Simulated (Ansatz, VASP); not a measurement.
Two plane-wave programs on WS2

The input INCAR:

```
SYSTEM = WS2
  PREC = Accurate
  ENCUT = 520
  EDIFF = 1E-7
  ISMEAR = 0
  SIGMA = 0.02
  LREAL = .False.
  LASPH = .True.
  NELM = 80
  ALGO = Normal
  ISIF = 2
  LWAVE = .False.
  LCHARG = .True.
  GGA = PS
  LELF = .True.
  LVHAR = .True.
  NBANDS = 20
```

The input KPOINTS:

```
regular mesh
0
Gamma
  12 12 12
  0 0 0
```

File POSCAR:

```
WS2
1.0
    1.5790003843      0.9116362969      6.1633300000
   -1.5790003843      0.9116362969      6.1633300000
    0.0000000000     -1.8232725938      6.1633300000
W S
1 2
Direct
    0.0000000000      0.0000000000      0.0000000000
    0.7503000000      0.7503000000      0.7503000000
    0.5734039817      0.5328846755      0.6827903293
```

Input for Ansatz:

```yaml
crystal:
  lattice:
    - [1.5790003843, 0.9116362969, 6.16333]
    - [-1.5790003843, 0.9116362969, 6.16333]
    - [0.0, -1.8232725938, 6.16333]
  atoms:
    - { symbol: W, position: [0.0, 0.0, 0.0] }
    - { symbol: S, position: [0.7503, 0.7503, 0.7503] }
    - { symbol: S, position: [0.5734039817, 0.5328846755, 0.6827903293] }
basis:
  ecutwfc: 420
kpoints:
  mp_grid: { grid: [12, 12, 12] }
hamiltonian:
  xc: pbesol
scf:
  occupations: { method: gaussian, width: 0.02 }
output:
  forces: true
  stress: true
  eigenvalues: true
  populations: true
```

Change from the starting cell: one atom moved.

Alike in both runs: task single point; functional PBEsol; k mesh 12 × 12 × 12; occupations gaussian, width 0.02 eV; no spin polarisation.

|  | VASP | Ansatz |
| --- | --- | --- |
| version | VASP 6.6.1 | Ansatz 0.2.0 |
| potentials or method | VASP PAW PBE potentials, release 64 (W_sv, S), cutoff 520 eV | scalar-relativistic, plane waves, PAW |
| valence electrons in the cell | 26 | 26 |

VASP gave:

- gap on the k mesh at the Fermi level (eV): none
- pressure (GPa): 22.1
- traceless stress, the component that is largest in VASP (GPa): -15.50
- rms of the force components (eV/Å): 3.769

Task: Which values does Ansatz return?

Result: gap on the k mesh at the Fermi level (eV): none; pressure (GPa): 22.0; traceless stress, the component that is largest in VASP (GPa): -15.48; rms of the force components (eV/Å): 3.757.

VASP's potentials were made for PBE, not for PBEsol. Atom by atom the forces differ by 0.015 eV/Å (rms over components). A gap of «none» marks a metal or a gap that the smearing closes. The functional is the same, so the differences come from potentials, cutoffs and numerics.

Spin-orbit coupling is off throughout.
